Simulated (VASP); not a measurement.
Crystal: Na2Al.

```
CELL_PARAMETERS angstrom
4.09095 0.00000 0.00000
0.00000 4.09095 0.00000
0.00000 0.00000 6.24198
ATOMIC_POSITIONS crystal
Na 0.00000 0.00000 0.00000
Na 0.50000 0.50000 0.00000
Na 0.00000 0.50000 0.27000
Na 0.50000 0.00000 0.73000
Al 0.00000 0.50000 0.70000
Al 0.50000 0.00000 0.30000
```

```yaml
Program: VASP 6.6.1
Task: relaxation of cell and atoms
Functional: PBE
Potentials_or_basis: VASP PAW PBE potentials, release 64 (Na_pv, Al)
Cutoff: 600 eV
k_mesh: 4 × 4 × 4
Occupations: gaussian, width 0.1 eV
Spin: no spin polarisation
```

At the start: pressure 22.6 GPa; volume 17.41 Å³/atom.

**Question.** How do energy, volume and symmetry change on relaxing?

**Answer.** Over 17 steps the energy falls by 624.4 meV/atom and the volume is 29.75 Å³/atom (+70.9 %); space group P4/nmm (No. 129, to 0.05 Å).

The path:
```tsv
step	energy change (eV)	largest force (eV/Å)	pressure (GPa)	volume (Å³)
1	0.0000	1.3865	22.55	104.47
2	-3.0361	0.5010	4.07	146.07
3	-3.3173	0.4303	1.49	162.15
4	-3.2941	0.3269	-1.26	197.75
5	-3.3833	0.3697	-0.24	179.48
6	-3.3848	0.3789	-0.02	176.71
7	-3.4069	0.3642	-0.01	176.82
8	-3.4696	0.3228	-0.03	177.10
9	-3.5761	0.2353	-0.05	177.50
10	-3.7031	0.1829	-0.01	177.68
11	-3.6074	0.2926	0.20	175.72
12	-3.7228	0.1886	0.03	177.39
13	-3.7242	0.1908	0.05	177.48
14	-3.7433	0.0609	-0.02	179.22
15	-3.7454	0.0095	-0.07	180.16
16	-3.7455	0.0081	-0.04	180.06
17	-3.7466	0.0303	0.12	178.49
```

Final structure:
```xyz
6
Lattice="4.6096 0.0000 0.0000 0.0000 4.6096 0.0000 0.0000 0.0000 8.4000" Properties=species:S:1:pos:R:3 pbc="T T T"
Na    0.0000    0.0000    0.0000
Na    2.3048    2.3048    0.0000
Na    0.0000    2.3048    3.0238
Na    2.3048    0.0000    5.3762
Al    4.6096    2.3048    6.1458
Al    2.3048    0.0000    2.2542
```

Caveat: the k points lie up to 0.34 Å⁻¹ apart in the final cell; the volume moved by over 15 % at a fixed basis, so the end points are rough.
